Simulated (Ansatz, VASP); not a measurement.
**MgSe: VASP beside Ansatz**

```
Mg Se
1.0
     0.00000    2.72550    2.72550
     2.72550    0.00000    2.72550
     2.72550    2.72550    0.00000
Mg Se
1 1
Cartesian
  0.0000 0.0000 0.0000
  2.7255 2.7255 2.7255
```

Alike in both runs: task electric field gradients; functional PBE; k mesh 8 × 8 × 8; occupations fermi-dirac, width 0.02 eV; no spin polarisation.

|  | VASP | Ansatz |
| --- | --- | --- |
| version | VASP 6.6.1 | Ansatz 0.2.0 |
| potentials or method | VASP PAW PBE potentials, release 64 (Mg, Se) | PAW with Ansatz's default frozen-core files, scalar-relativistic |
| plane-wave cutoff (eV) | 520 | 420 |
| valence electrons in the cell | 8 | 26 |

Ansatz gave:

| Item | Value |
| --- | --- |
| gap on the k mesh at the Fermi level (eV) | 1.82 |
| pressure (GPa) | 2.0 |

Problem. Which values does VASP return?

Solution. gap on the k mesh at the Fermi level (eV): 1.80; pressure (GPa): 1.9.

VASP's potentials hold 8 valence electrons a cell and Ansatz's 26, so a difference there can come from the potentials and not from the codes.
